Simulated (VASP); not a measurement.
# Zr2Si4GePd (Amm2) in VASP: single point with PBE

Aim: the single point of Zr2Si4GePd with PBE.

Program: VASP 6.6.1. These are calculated values, not measurements. Logs are shortened: lines on timing, memory, paths and dates and some standing lists are left out, and cuts for length are marked.

## 1. The cell of the first run

The structure is orthorhombic, space group Amm2 (No. 38). Conventional cell: a = 3.925 Å, b = 3.605 Å, c = 19.818 Å, α = 90.00°, β = 90.00°, γ = 90.00°. Within 3.7 Å of Zr (site symmetry mm2) lie 6 Si at 2.78 to 2.80 Å and 4 Ge at 3.24 Å and 4 Zr at 3.61 to 3.62 Å. Zr (site symmetry mm2) has 10 Si at 2.81 to 3.74 Å and 4 Pd at 3.04 Å and 6 Zr at 3.61 to 3.93 Å within 4.0 Å. Si (site symmetry mm2) has 2 Pd at 2.49 Å and 4 Si at 2.68 Å and 2 Ge at 2.69 Å within 3.3 Å. Si (site symmetry mm2) has 2 Pd at 2.42 Å and 4 Si at 2.68 Å and 2 Ge at 2.80 Å within 3.2 Å. Within 3.1 Å of Si (site symmetry mm2) lie 1 Pd at 2.36 Å and 2 Si at 2.38 Å and 6 Zr at 2.80 to 2.81 Å. Within 3.1 Å of Si (site symmetry mm2) lie 2 Si at 2.38 Å and 1 Ge at 2.63 Å and 6 Zr at 2.78 to 2.88 Å. Within 3.7 Å of Ge (site symmetry mm2) lie 5 Si at 2.63 to 2.80 Å and 4 Zr at 3.24 Å and 2 Ge at 3.61 Å. Pd (site symmetry mm2) has 5 Si at 2.36 to 2.49 Å and 4 Zr at 3.04 Å within 3.1 Å.

## 2. Single point, PBE

INCAR reads:

```
SYSTEM = Zr2Si4GePd
ALGO = Normal
EDIFF = 1E-6
ENCUT = 500
GGA = PE
GGA_COMPAT = .FALSE.
ISIF = 2
ISMEAR = 0
LASPH = .TRUE.
LCHARG = .FALSE.
LREAL = .FALSE.
LWAVE = .FALSE.
NBANDS = 42
NELM = 120
PREC = Accurate
SIGMA = 0.2
```

KPOINTS reads:

```
k-points
0
G
  4 4 4
  0 0 0
```

POSCAR reads:

```
Zr2Si4GePd
1.0
    3.9252429910      0.0000000000      0.0000000000
    0.0000000000      1.8026053851      9.9088461237
    0.0000000000     -1.8026053851      9.9088461237
Zr Si Ge Pd
2 4 1 1
Direct
    0.0000000000      0.9313280938      0.9313280938
    0.5000000000      0.0846885027      0.0846885027
    0.0000000000      0.2453148903      0.2453148903
    0.5000000000      0.7303313169      0.7303313169
    0.0000000000      0.5395993427      0.5395993427
    0.5000000000      0.4713786852      0.4713786852
    0.5000000000      0.3384575972      0.3384575972
    0.0000000000      0.6589015712      0.6589015712
```

Potentials or basis: VASP PAW PBE potentials, release 64 (Zr_sv, Si, Ge_d, Pd).

The run is started by

```console
cat potpaw_PBE.64/Zr_sv/POTCAR potpaw_PBE.64/Si/POTCAR potpaw_PBE.64/Ge_d/POTCAR potpaw_PBE.64/Pd/POTCAR > POTCAR
mpirun -np 1 vasp_std > vasp.out
```

OUTCAR:

```text
SYSTEM = Zr2Si4GePd
   EDIFF = 1E-6
   ENCUT = 500
   GGA = PE
   ISIF = 2
   ISMEAR = 0
   LASPH = .TRUE.
   LREAL = .FALSE.
   NELM = 120
   PREC = Accurate

 ion  position               nearest neighbor table
   1  0.000  0.931  0.931-   6 2.78   6 2.78   6 2.78   6 2.78   5 2.80   5 2.80   7 3.24   7 3.24
                             7 3.24   7 3.24   2 3.62   2 3.62
   2  0.500  0.085  0.085-   5 2.81   5 2.81   5 2.81   5 2.81   6 2.88   6 2.88   8 3.04   8 3.04
                             8 3.04   8 3.04   4 3.40   4 3.40   1 3.62   1 3.62
   3  0.000  0.245  0.245-   8 2.49   8 2.49   4 2.68   4 2.68   4 2.68   4 2.68   7 2.69   7 2.69

   4  0.500  0.730  0.730-   8 2.42   8 2.42   3 2.68   3 2.68   3 2.68   3 2.68   7 2.80   7 2.80
                             2 3.40   2 3.40
   5  0.000  0.540  0.540-   8 2.36   6 2.38   6 2.38   1 2.80   1 2.80   2 2.81   2 2.81   2 2.81
                             2 2.81
   6  0.500  0.471  0.471-   5 2.38   5 2.38   7 2.63   1 2.78   1 2.78   1 2.78   1 2.78   2 2.88
                             2 2.88
   7  0.500  0.338  0.338-   6 2.63   3 2.69   3 2.69   4 2.80   4 2.80   1 3.24   1 3.24   1 3.24
                             1 3.24
   8  0.000  0.659  0.659-   5 2.36   4 2.42   4 2.42   3 2.49   3 2.49   2 3.04   2 3.04   2 3.04
                             2 3.04

  LATTYP: Found a base centered orthorhombic cell.
 ALAT       =     3.6052107702
 B/A-ratio  =     5.4969580173
 C/A-ratio  =     1.0887693511

  Lattice vectors:

 A1 = (   0.0000000000,   1.8026053851,  -9.9088461237)
 A2 = (   0.0000000000,   1.8026053851,   9.9088461237)
 A3 = (   3.9252429910,   0.0000000000,   0.0000000000)

Analysis of symmetry for initial positions (statically):
=====================================================================
 Subroutine PRICEL returns:
 Original cell was already a primitive cell.

 Routine SETGRP: Setting up the symmetry group for a
 base centered orthorhombic supercell.

 Subroutine GETGRP returns: Found  4 space group operations
 (whereof  4 operations were pure point group operations)
 out of a pool of  8 trial point group operations.

The static configuration has the point symmetry C_2v.

Analysis of symmetry for dynamics (positions and initial velocities):
=====================================================================
 Subroutine PRICEL returns:
 Original cell was already a primitive cell.

 Routine SETGRP: Setting up the symmetry group for a
 base centered orthorhombic supercell.

 Subroutine GETGRP returns: Found  4 space group operations
 (whereof  4 operations were pure point group operations)
 out of a pool of  8 trial point group operations.

The dynamic configuration has the point symmetry C_2v.

 Subroutine INISYM returns: Found  4 space group operations
 (whereof  4 operations are pure point group operations),
 and found     1 'primitive' translations

----------------------------------------------------------------------------------------

                                     Primitive cell

  volume of cell :     140.2233

  direct lattice vectors                    reciprocal lattice vectors
     3.925242991  0.000000000  0.000000000     0.254761298  0.000000000  0.000000000
     0.000000000  1.802605385  9.908846124     0.000000000  0.277376293  0.050459962
     0.000000000 -1.802605385  9.908846124     0.000000000 -0.277376293  0.050459962

  length of vectors
     3.925242991 10.071475447 10.071475447     0.254761298  0.281928743  0.281928743

  position of ions in fractional coordinates (direct lattice)
     0.000000000  0.931328094  0.931328094
     0.500000000  0.084688503  0.084688503
     0.000000000  0.245314890  0.245314890
     0.500000000  0.730331317  0.730331317
     0.000000000  0.539599343  0.539599343
     0.500000000  0.471378685  0.471378685
     0.500000000  0.338457597  0.338457597
     0.000000000  0.658901571  0.658901571

  ion indices of the primitive-cell ions
   primitive index   ion index
                 1           1
                 2           2
                 3           3
                 4           4
                 5           5
                 6           6
                 7           7
                 8           8

----------------------------------------------------------------------------------------

 KPOINTS: k-points

Automatic generation of k-mesh.
 Grid dimensions read from file:
 generate k-points for:    4    4    4

 Generating k-lattice:

  Cartesian coordinates                     Fractional coordinates (reciprocal lattice)
     0.063690325  0.000000000  0.000000000     0.250000000  0.000000000  0.000000000
     0.000000000  0.069344073  0.012614991     0.000000000  0.250000000  0.000000000
     0.000000000 -0.069344073  0.012614991     0.000000000  0.000000000  0.250000000

  Length of vectors
     0.063690325  0.070482186  0.070482186

  Shift w.r.t. Gamma in fractional coordinates (k-lattice)
     0.000000000  0.000000000  0.000000000

 Subroutine IBZKPT returns following result:
 ===========================================

 Found     21 irreducible k-points:

 Following reciprocal coordinates:
            Coordinates               Weight
  0.000000  0.000000  0.000000      1.000000
  0.250000  0.000000  0.000000      2.000000
  0.500000  0.000000  0.000000      1.000000
  0.000000  0.250000  0.000000      4.000000
  0.250000  0.250000  0.000000      8.000000
  0.500000  0.250000  0.000000      4.000000
[... 13 lines left out ...]
  0.250000  0.500000  0.500000      2.000000
  0.500000  0.500000  0.500000      1.000000
   k-points           NKPTS =     21   k-points in BZ     NKDIM =     21   number of bands    NBANDS=     42
   number of dos      NEDOS =    301   number of ions     NIONS =      8
   total plane-waves  NPLWV = 192000
   dimension x,y,z NGX =    30 NGY =   80 NGZ =   80
   dimension x,y,z NGXF=    60 NGYF=  160 NGZF=  160
   ions per type =               2   4   1   1
   NGX,Y,Z   is equivalent  to a cutoff of  12.71, 13.21, 13.21 a.u.
   NGXF,Y,Z  is equivalent  to a cutoff of  25.41, 26.41, 26.41 a.u.
 SYSTEM =  Zr2Si4GePd
   PREC   = accura    normal or accurate (medium, high low for compatibility)
   ISTART =      0    job   : 0-new  1-cont  2-samecut
   ICHARG =      2    charge: 1-file 2-atom 10-const
   ISPIN  =      1    spin polarized calculation?
   LNONCOLLINEAR =      F non collinear calculations
   LSORBIT =      F    spin-orbit coupling
   LASPH  =      T    aspherical Exc in radial PAW
   ENCUT  =  500.0 eV  36.75 Ry    6.06 a.u.   7.16 18.36 18.36*2*pi/ulx,y,z
   NELM   =    120;   NELMIN=  2; NELMDL= -5     # of ELM steps
   EDIFF  = 0.1E-05   stopping-criterion for ELM
   LREAL  =      F    real-space projection
   EDIFFG = 0.1E-04   stopping-criterion for IOM
   NSW    =      0    number of steps for IOM
   IBRION =     -1    ionic relax: 0-MD 1-quasi-New 2-CG
   NFREE  =      0    steps in history (QN), initial steepest desc. (CG)
   ISIF   =      2    stress and relaxation
   ISYM   =      2    0-nonsym 1-usesym 2-fastsym
   POTIM  = 0.5000    time-step for ionic-motion
   TEBEG  =    0.0;   TEEND  =   0.0 temperature during run
   PSTRESS=    0.0 pullay stress
   NELECT =      64.0000    total number of electrons
   NUPDOWN=      -1.0000    fix difference up-down
   EMIN   =  10.00;   EMAX   =-10.00  energy-range for DOS
   EFERMI =   0.00;   METHOD = LEGACY
   ISMEAR =     0;   SIGMA  =   0.20  broadening in eV -4-tet -1-fermi 0-gaus
   EFERMI_NEDOS =   21; number of points for ismear=-14 and -15
   IALGO  =     38    algorithm
   IMIX   =      4    mixing-type and parameters
     AMIX     =   0.40;   BMIX     =  1.00
     AMIX_MAG =   1.60;   BMIX_MAG =  1.00
  volume/ion in A,a.u.               =      17.53       118.28
  Fermi-wavevector in a.u.,A,eV,Ry     =   1.260457  2.381918 21.616284  1.588752
  Thomas-Fermi vector in A             =   2.393966
   LORBIT       =      0    0 simple, 1 ext, 2 COOP (PROOUT), +10 PAW based schemes
   GGA     = PE    functional components
   LHFCALC =     F    Hartree Fock is set to
   AEXX    =    0.0000 exact exchange contribution
   IVDW    =     0    specifies the selected vdW correction
   LEPSILON=     F    determine dielectric tensor
   LRPA    =     F    only Hartree local field effects (RPA)
 non-spin polarized calculation
 Gauss-broadening in eV      SIGMA  =   0.20
  energy-cutoff  :      500.00
  volume of cell :      140.22
 maximum number of plane-waves:      3590
 NGX is ok and might be reduce to    30
   NGX = 15   NGY = 37   NGZ = 37

 number of electron      64.0000009 magnetization

 Free energy of the ion-electron system (eV)
  ---------------------------------------------------
  ext. energy  EPLUGINS =         0.00000000
  ---------------------------------------------------
  free energy    TOTEN  =       -51.20717764 eV

  energy without entropy =      -51.12261837  energy(sigma->0) =      -51.16489800

 E-fermi :   9.1179     XC(G=0): -11.2051

 val. band max:        9.0872950418   @ k =   0.2500   0.0000   0.0000
 cond. band min:       9.1329209522   @ k =   0.0000   0.5000   0.2500
 fundamental gap:      0.0456259104
 Fermi energy:         9.1179157001

 k-point     1 :       0.0000    0.0000    0.0000
  band No.  band energies     occupation
      1     -40.1021      2.00000
      2     -39.8990      2.00000
      3     -18.2280      2.00000
      4     -18.1302      2.00000
      5     -18.0350      2.00000
      6     -18.0199      2.00000
[... 34 lines left out ...]
     41      12.3944      0.00000
     42      12.5823      0.00000

 k-point     2 :       0.2500    0.0000    0.0000
  band No.  band energies     occupation
      1     -40.1001      2.00000
      2     -39.8972      2.00000
      3     -18.2187      2.00000
      4     -18.1794      2.00000
      5     -18.0312      2.00000
      6     -18.0191      2.00000
[... 844 lines left out ...]
     41      12.3076      0.00000
     42      13.2112      0.00000

 k-point    21 :       0.5000    0.5000    0.5000
  band No.  band energies     occupation
      1     -40.0982      2.00000
      2     -39.8953      2.00000
      3     -18.2297      2.00000
      4     -18.2067      2.00000
      5     -18.0275      2.00000
      6     -18.0218      2.00000
[... 34 lines left out ...]
     41      12.2319      0.00000
     42      13.0180      0.00000

------------------------ aborting loop because EDIFF is reached ----------------------------------------

  FORCE on cell =-STRESS in cart. coord.  units (eV):
  Direction    XX          YY          ZZ          XY          YZ          ZX
  --------------------------------------------------------------------------------------
  -------------------------------------------------------------------------------------
  Total       -0.0787311     -0.0474528     -0.0614282      0.0000000      0.0000000      0.0000000
  in kB       -0.8995737     -0.5421907     -0.7018724      0.0000000      0.0000000      0.0000000
  external PRESSURE =      -0.7145456 kB  Pullay stress =       0.0000000 kB

 VOLUME and BASIS-vectors are now :
 -----------------------------------------------------------------------------
  energy-cutoff  :      500.00
  volume of cell :      140.22
      direct lattice vectors                 reciprocal lattice vectors
     3.925242991  0.000000000  0.000000000     0.254761298  0.000000000  0.000000000
     0.000000000  1.802605385  9.908846124     0.000000000  0.277376293  0.050459962
     0.000000000 -1.802605385  9.908846124     0.000000000 -0.277376293  0.050459962

 POSITION                                       TOTAL-FORCE (eV/Angst)
 -----------------------------------------------------------------------------------
      0.00000      0.00000     18.45677         0.000000      0.000000      0.022665
      1.96262      0.00000      1.67833         0.000000      0.000000      0.011631
      0.00000      0.00000      4.86157         0.000000      0.000000     -0.001594
      1.96262      0.00000     14.47348         0.000000      0.000000      0.017545
      0.00000      0.00000     10.69361         0.000000      0.000000     -0.019216
      1.96262      0.00000      9.34164         0.000000      0.000000     -0.007307
      1.96262      0.00000      6.70745         0.000000      0.000000     -0.026027
      0.00000      0.00000     13.05791         0.000000      0.000000      0.002302
 -----------------------------------------------------------------------------------
    total drift:                                0.000000      0.000000      0.000280

  FREE ENERGIE OF THE ION-ELECTRON SYSTEM (eV)
  ---------------------------------------------------
  free  energy   TOTEN  =       -51.2071776375 eV

  energy  without entropy=      -51.1226183719  energy(sigma->0) =      -51.16489800
```

Run time: 4.3 min. Hardware: 1 thread of Intel Xeon 6975P-C (Granite Rapids), shared host; peak memory 0.48 GiB.

Results:

```
Free energy            : -51.2072 eV
Pressure               : -0.1 GPa
Largest force          : 0.026 eV/Å
Band gap on the k mesh : zero (bands 32 and 33 overlap by 0.78 eV)
```

Forces on the atoms (eV/Å):
```
Zr   0.000  0.000  0.023
Zr   0.000  0.000  0.012
Si   0.000  0.000 -0.002
Si   0.000  0.000  0.018
Si   0.000  0.000 -0.019
Si   0.000  0.000 -0.007
Ge   0.000  0.000 -0.026
Pd   0.000  0.000  0.002
```

Caveat: the k points lie up to 0.44 Å⁻¹ apart, too coarse for converged energies and pressures of a metal.

The gap in the log of VASP goes by the Fermi energy; the results here count the filled bands.